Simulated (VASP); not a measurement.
Ir, 1 atom in the cell. Symmetry: Fm-3m, No. 225, cubic system. Conventional cell: a = 3.876 Å, b = 3.876 Å, c = 3.876 Å, α = 90.00°, β = 90.00°, γ = 90.00°. Within 3.6 Å of Ir (site symmetry m-3m) lie 12 Ir at 2.74 Å. 

- Program: VASP 6.6.1
- Task: single point
- Functional: PBE
- Potentials or basis: VASP PAW PBE potentials, release 64 (Ir)
- Cutoff: 500 eV
- k mesh: 8 × 8 × 8
- Occupations: gaussian, width 0.1 eV
- Spin: no spin polarisation
- Dipole correction: no
- Further INCAR settings: ALGO = Normal; EDIFF = 1e-06; NBANDS = 10

Potentials or basis: VASP PAW PBE potentials, release 64 (Ir).

Launch:

```console
$ cat potpaw_PBE.64/Ir/POTCAR > POTCAR
$ mpirun -np 1 vasp_std > vasp.out
```

Hardware: 1 thread of Intel(R) Xeon(R) 6975P-C (Granite Rapids) (shared host).

Question: Estimate the wall time of this run.

Answer: It took 2.1 s on 1 thread of Intel(R) Xeon(R) 6975P-C (Granite Rapids), with other jobs on the host, peak memory 0.13 GiB. Counts: scf iterations 11, k points 29.
